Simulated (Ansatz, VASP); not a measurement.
Ta3Cu in VASP and in Ansatz

File INCAR:

```
AGGAC = 1.0
AGGAX = 1.0
ALDAC = 0.0
ALDAX = 1.0
ALGO = Normal
EDIFF = 1E-6
ENCUT = 820
GGA = B5
GGA_COMPAT = False
ISIF = 2
ISMEAR = -1
LASPH = True
LCHARG = False
LREAL = False
LWAVE = False
NBANDS = 37
NELM = 120
PREC = Accurate
SIGMA = 0.05
```

File KPOINTS:

```
k-points
0
Gamma
  5 5 5
```

The input POSCAR:

```
Ta3Cu
1.0
   -2.0065070000      2.0065070000      4.2081700000
    2.0065070000     -2.0065070000      4.2081700000
    2.0065070000      2.0065070000     -4.2081700000
Ta Cu
3 1
Direct
    0.5000000000      0.5000000000      0.0000000000
    0.2500000000      0.7500000000      0.5000000000
    0.7500000000      0.2500000000      0.5000000000
    0.0000000000      0.0000000000      0.0000000000
```

The input input.yaml:

```yaml
crystal:
  lattice:
    - [-2.006507, 2.006507, 4.20817]
    - [2.006507, -2.006507, 4.20817]
    - [2.006507, 2.006507, -4.20817]
  atoms:
    - { symbol: Ta, position: [0.5, 0.5, 0.0] }
    - { symbol: Ta, position: [0.25, 0.75, 0.5] }
    - { symbol: Ta, position: [0.75, 0.25, 0.5] }
    - { symbol: Cu, position: [0.0, 0.0, 0.0] }
hamiltonian:
  xc: blyp
  pseudopotentials: { kind: paw }
kpoints:
  mp_grid: { grid: [5, 5, 5] }
scf:
  occupations: { method: fermi_dirac, width: 0.05 }
  n_extra_bands: 10
output:
  forces: true
  stress: true
  eigenvalues: true
  dos: { projected: true, de: 0.05, nscf_kmesh: { grid: [8, 8, 8] } }
```

Alike in both runs: functional BLYP; k mesh 5 × 5 × 5; occupations fermi-dirac, width 0.05 eV; no spin polarisation.

```csv
,VASP,Ansatz
version,VASP 6.6.1,Ansatz 0.2.0
potentials or method,"VASP PAW PBE potentials, release 64 (Ta_sv_GW, Cu_sv_GW)",Ansatz PAW
plane-wave cutoff (eV),820,420
valence electrons in the cell,58,58
task,single point,projected density of states
```

VASP gave:

| Item | Value |
| --- | --- |
| gap on the k mesh at the Fermi level (eV) | none |
| pressure (GPa) | 6.5 |
| traceless stress, the component that is largest in VASP (GPa) | -1.07 |

Q: What did Ansatz give for the same quantities?

A: gap on the k mesh at the Fermi level (eV): none; pressure (GPa): 6.6; traceless stress, the component that is largest in VASP (GPa): -1.01.

VASP's potentials were made for PBE, not for BLYP. A gap of «none» marks a metal or a gap that the smearing closes.

The k mesh is coarse, so the values compare programs but aren't converged. Neither program's run includes spin-orbit coupling.
